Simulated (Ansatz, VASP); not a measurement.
# One calculation of Sb, two programs

INCAR

```
ALGO     = Normal         # electronic algorithm
EDIFF    = 1E-7           # SCF threshold, eV
ENCUT    = 520            # plane-wave cutoff, eV
GGA      = PE             # functional
ISIF     = 2              # what is computed and relaxed
ISMEAR   = -1             # smearing method
LASPH    = T              # aspherical terms in the spheres
LCHARG   = F              # write CHGCAR
LREAL    = F              # projectors in reciprocal space
LWAVE    = F              # write WAVECAR
NBANDS   = 8              # bands
NELM     = 100            # most SCF steps
PREC     = Accurate       # precision mode
SIGMA    = 0.05           # smearing width, eV
```

KPOINTS

```
k-points
0
Gamma
  19 19 19
```

The input POSCAR:

```
Sb
1.0
   -1.4794865966      1.4794865966      2.4379579798
    1.4794865966     -1.4794865966      2.4379579798
    1.4794865966      1.4794865966     -2.4379579798
Sb
1
Direct
    0.0000000000      0.0000000000      0.0000000000
```

Input for Ansatz:

```yaml
crystal:
  lattice:
    - [-1.4794865966, 1.4794865966, 2.4379579798]
    - [1.4794865966, -1.4794865966, 2.4379579798]
    - [1.4794865966, 1.4794865966, -2.4379579798]
  atoms:
    - { symbol: Sb, position: [0.0, 0.0, 0.0] }
kpoints:
  mp_grid: { grid: [19, 19, 19] }
scf:
  occupations: { method: fermi_dirac, width: 0.05 }
hamiltonian:
  xc: pbe
  pseudopotentials: { kind: all_electron, lapw: { basis_error: 0.00025 } }
output:
  forces: true
  stress: true
  eigenvalues: true
```

Change from the starting cell: volume scaled by 0.95.

Alike in both runs: task single point; functional PBE; k mesh 19 × 19 × 19; occupations fermi-dirac, width 0.05 eV; no spin polarisation.

|  | VASP | Ansatz |
| --- | --- | --- |
| version | VASP 6.6.1 | Ansatz 0.2.0 |
| potentials or method | VASP PAW PBE potentials, release 64 (Sb), cutoff 520 eV | all-electron LAPW, scalar-relativistic |

|  | VASP | Ansatz | Ansatz less VASP |
| --- | --- | --- | --- |
| pressure (GPa) | 27.1 | 27.0 | -0.05 |
| traceless stress, the component that is largest in VASP (GPa) | -2.30 | -2.18 | +0.121 |

Ansatz ran all-electron here, and VASP with PAW potentials.

Neither program's run includes spin-orbit coupling.
